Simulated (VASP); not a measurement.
# InP (F-43m) in VASP: further runs

Runs on InP. Level: PBEsol. Tasks: elastic constants.

Program: VASP 6.6.1. These are calculated values, not measurements. Logs are shortened: lines on timing, memory, paths and dates and some standing lists are left out, and cuts for length are marked.

## Step 1: The cell of the first run

Symmetry: F-43m, No. 216, cubic system. Conventional cell: a = 5.879 Å, b = 5.879 Å, c = 5.879 Å, α = 90.00°, β = 90.00°, γ = 90.00°. Within 3.4 Å of In (site symmetry -43m) lie 4 P at 2.55 Å. P (site symmetry -43m) has 4 In at 2.55 Å within 3.4 Å.

## Step 2: Elastic constants, PBEsol

The input, INCAR:

```
SYSTEM = InP
ALGO = Normal
EDIFF = 1E-8
ENCUT = 600
GGA = PS
IBRION = 6
ISIF = 3
ISMEAR = 0
LASPH = .TRUE.
LCHARG = .FALSE.
LREAL = .FALSE.
LWAVE = .FALSE.
NELM = 100
NFREE = 2
NSW = 1
POTIM = 0.015
PREC = Accurate
SIGMA = 0.01
```

The input, KPOINTS:

```
k-points
0
G
  6 6 6
  0 0 0
```

The input, POSCAR:

```
InP
1.0
    0.0000000000      2.9393013716      2.9393013716
    2.9393013716      0.0000000000      2.9393013716
    2.9393013716      2.9393013716      0.0000000000
In P
1 1
Direct
    0.0000000000      0.0000000000      0.0000000000
    0.7500000000      0.7500000000      0.7500000000
```

Potentials or basis: VASP PAW PBE potentials, release 64 (In_d, P).

Started as:

```console
cat potpaw_PBE.64/In_d/POTCAR potpaw_PBE.64/P/POTCAR > POTCAR
mpirun -np 1 vasp_std > vasp.out
```

OUTCAR:

```text
SYSTEM = InP
   EDIFF = 1E-8
   ENCUT = 600
   GGA = PS
   IBRION = 6
   ISIF = 3
   ISMEAR = 0
   LASPH = .TRUE.
   LREAL = .FALSE.
   NELM = 100
   NFREE = 2
   NSW = 1
   POTIM = 0.015
   PREC = Accurate

 ion  position               nearest neighbor table
   1  0.000  0.000  0.000-   2 2.55   2 2.55   2 2.55   2 2.55
   2  0.750  0.750  0.750-   1 2.55   1 2.55   1 2.55   1 2.55

  LATTYP: Found a face centered cubic cell.
 ALAT       =     5.8786027432

  Lattice vectors:

 A1 = (   0.0000000000,   2.9393013716,   2.9393013716)
 A2 = (   2.9393013716,   0.0000000000,   2.9393013716)
 A3 = (   2.9393013716,   2.9393013716,   0.0000000000)

Analysis of symmetry for initial positions (statically):
=====================================================================
 Subroutine PRICEL returns:
 Original cell was already a primitive cell.

 Routine SETGRP: Setting up the symmetry group for a
 face centered cubic supercell.

 Subroutine GETGRP returns: Found 24 space group operations
 (whereof 24 operations were pure point group operations)
 out of a pool of 48 trial point group operations.

The static configuration has the point symmetry T_d .

Analysis of symmetry for dynamics (positions and initial velocities):
=====================================================================
 Subroutine PRICEL returns:
 Original cell was already a primitive cell.

 Routine SETGRP: Setting up the symmetry group for a
 face centered cubic supercell.

 Subroutine GETGRP returns: Found 24 space group operations
 (whereof 24 operations were pure point group operations)
 out of a pool of 48 trial point group operations.

The dynamic configuration has the point symmetry T_d .

[... 708 lines left out ...]
      1      -9.2644      2.00000
      2      -9.0937      2.00000
      3      -9.0796      2.00000
      4      -8.9939      2.00000
      5      -8.9724      2.00000
      6      -4.6416      2.00000
      7      -0.5194      2.00000
      8       2.8002      2.00000
      9       3.6288      2.00000
     10       7.5037      0.00000
     11       9.3180      0.00000
     12      10.6161      0.00000
     13      11.4870      0.00000

 [... further k-points ...]

------------------------ aborting loop because EDIFF is reached ----------------------------------------

  FORCE on cell =-STRESS in cart. coord.  units (eV):
  Direction    XX          YY          ZZ          XY          YZ          ZX
  --------------------------------------------------------------------------------------
  -------------------------------------------------------------------------------------
  Total        0.0013495      0.0038047      0.0038047      0.0000000     -0.1167115      0.0000000
  in kB        0.0425703      0.1200245      0.1200245      0.0000000     -3.6818156      0.0000000
  external PRESSURE =       0.0942064 kB  Pullay stress =       0.0000000 kB
[... 17 lines left out ...]
  FREE ENERGIE OF THE ION-ELECTRON SYSTEM (eV)
  ---------------------------------------------------
  free  energy   TOTEN  =        -9.1424825926 eV

  energy  without entropy=       -9.1424825926  energy(sigma->0) =       -9.14248259

 INTERNAL STRAIN TENSORS FROM STRAINED CELLS
 ============================================

 INTERNAL STRAIN TENSOR FOR ION    1 for displacements in x,y,z  (eV/Angst):
          X           Y           Z          XY          YZ          ZX
  --------------------------------------------------------------------------------
  x    -0.00000     0.00000     0.00000    -0.00000    -7.79153    -0.00000
  y    -0.00000    -0.00000     0.00000     0.00000     0.00000    -7.79234
  z    -0.00000    -0.00000     0.00000    -7.79208     0.00000    -0.00000

 INTERNAL STRAIN TENSORS FROM DISPLACED ATOMS
 ============================================

 INTERNAL STRAIN TENSOR FOR ION    1 for displacements in x,y,z  (eV/Angst):
          X           Y           Z          XY          YZ          ZX
  --------------------------------------------------------------------------------
  x    -0.00000    -0.00000    -0.00000     0.00000    -7.78370     0.00000
  y    -0.00000     0.00000    -0.00000     0.00000     0.00000    -7.78370
  z    -0.00000    -0.00000    -0.00000    -7.78370     0.00000     0.00000

 INTERNAL STRAIN TENSOR FOR ION    2 for displacements in x,y,z  (eV/Angst):
          X           Y           Z          XY          YZ          ZX
  --------------------------------------------------------------------------------
  x    -0.00000     0.00000     0.00000     0.00000     7.78146     0.00000
  y     0.00000     0.00000     0.00000     0.00000     0.00000     7.78146
  z     0.00000     0.00000    -0.00000     7.78146     0.00000     0.00000

 Eigenvectors and eigenvalues of the dynamical matrix
 ----------------------------------------------------

   1 f  =    8.853912 THz    55.630772 2PiTHz  295.334726 cm-1    36.616823 meV
             X         Y         Z           dx          dy          dz
      0.000000  0.000000  0.000000    -0.460829    0.000000    0.000000
      4.408952  4.408952  4.408952     0.887489    0.000000    0.000000
[... 21 lines left out ...]
   6 f/i=    0.000938 THz     0.005893 2PiTHz    0.031284 cm-1     0.003879 meV
             X         Y         Z           dx          dy          dz
      0.000000  0.000000  0.000000     0.000000    0.000000    0.887489
      4.408952  4.408952  4.408952     0.000000    0.000000    0.460829

--------------------------------------------------------------------------------------------------------

 ELASTIC MODULI CONTR FROM IONIC RELAXATION (kBar)
 Direction    XX          YY          ZZ          XY          YZ          ZX
 --------------------------------------------------------------------------------
 XX          -0.0000     -0.0000     -0.0000     -0.0000     -0.0000     -0.0000
 YY          -0.0000     -0.0000     -0.0000     -0.0000     -0.0000      0.0000
 ZZ          -0.0000     -0.0000     -0.0000     -0.0000     -0.0000     -0.0000
 XY          -0.0000     -0.0000     -0.0000   -244.2397      0.0000      0.0000
 YZ          -0.0000     -0.0000     -0.0000      0.0000   -244.2397      0.0000
 ZX          -0.0000      0.0000     -0.0000      0.0000      0.0000   -244.2397
 --------------------------------------------------------------------------------

 TOTAL ELASTIC MODULI (kBar)
 Direction    XX          YY          ZZ          XY          YZ          ZX
 --------------------------------------------------------------------------------
 XX         952.5659    528.4801    528.4801     -0.0000     -0.0000     -0.0000
 YY         528.4801    952.5659    528.4801     -0.0000     -0.0000      0.0000
 ZZ         528.4801    528.4801    952.5659     -0.0000     -0.0000     -0.0000
 XY          -0.0000     -0.0000     -0.0000    434.5424      0.0000      0.0000
 YZ          -0.0000     -0.0000     -0.0000      0.0000    434.5424      0.0000
 ZX          -0.0000      0.0000     -0.0000      0.0000      0.0000    434.5424
 --------------------------------------------------------------------------------
```

OSZICAR:

```text
N       E                     dE             d eps       ncg     rms          rms(c)
DAV:   1     0.115963031052E+03    0.11596E+03   -0.93313E+03   416   0.175E+03
DAV:   2    -0.826278952736E+00   -0.11679E+03   -0.11340E+03   431   0.348E+02
DAV:   3    -0.931037784601E+01   -0.84841E+01   -0.84197E+01   564   0.943E+01
[... 207 lines left out ...]
DAV:   3    -0.914250051686E+01    0.87020E-04   -0.39992E-04  1359   0.192E-01    0.375E-02
DAV:   4    -0.914248200030E+01    0.18517E-04   -0.11058E-04  1504   0.107E-01    0.128E-02
DAV:   5    -0.914248266832E+01   -0.66802E-06   -0.24509E-05  1306   0.405E-02    0.981E-03
DAV:   6    -0.914248259655E+01    0.71776E-07   -0.14623E-06  1416   0.137E-02    0.538E-03
DAV:   7    -0.914248259983E+01   -0.32871E-08   -0.25409E-07  1346   0.517E-03    0.120E-03
DAV:   8    -0.914248259258E+01    0.72534E-08   -0.45882E-08  1527   0.174E-03
  17 F= -.91424826E+01 E0= -.91424826E+01  d E =-.983087E-42
```

stdout:

```text
POSCAR found type information on POSCAR InP
 POSCAR found :  2 types and       2 ions
 scaLAPACK will be used
 -----------------------------------------------------------------------------
|                                                                             |
|                                                                             |
|     You enforced a specific xc type in the INCAR file but a different       |
|     I HOPE YOU KNOW WHAT YOU ARE DOING!                                     |
[... 32 lines left out ...]
 Finite differences progress:
 bond charge predicted
 Finite differences progress:
 bond charge predicted
 Finite differences progress:
 bond charge predicted
 Finite differences progress:
 bond charge predicted
 Finite differences progress:
 bond charge predicted
 Finite differences progress:
 bond charge predicted
 Finite differences progress:
```

It took 5.9 min on 1 thread of AMD EPYC 9R45 (Zen 5), shared host; peak memory 0.25 GiB.

Results:

| Item | Value |
| --- | --- |
| Elastic constants C11, C12, C44 | 95, 53, 43 GPa |
| Voigt bulk modulus | 67 GPa |
| Highest phonon frequency at Γ, LO-TO splitting left out | 295 cm⁻¹ |

Phonon frequencies in cm⁻¹ (negative: imaginary):
```tsv
q point	frequencies
(0.000, 0.000, 0.000)	0 0 0 295 295 295
```

Elastic tensor in Voigt notation (GPa, in the Cartesian axes of the cell as first typed):
```
95 53 53  0  0  0
53 95 53  0  0  0
53 53 95  0  0  0
 0  0  0 43  0  0
 0  0  0  0 43  0
 0  0  0  0  0 43
```

Clamped-ion elastic tensor (GPa):
```
95 53 53  0  0  0
53 95 53  0  0  0
53 53 95  0  0  0
 0  0  0 68  0  0
 0  0  0  0 68  0
 0  0  0  0  0 68
```

Caveat: the PAW data sets were made with another functional, which shifts forces and pressure a little; spin-orbit coupling is left out, which moves the levels of the heavy elements.

(Continued in part 2 of 2.)
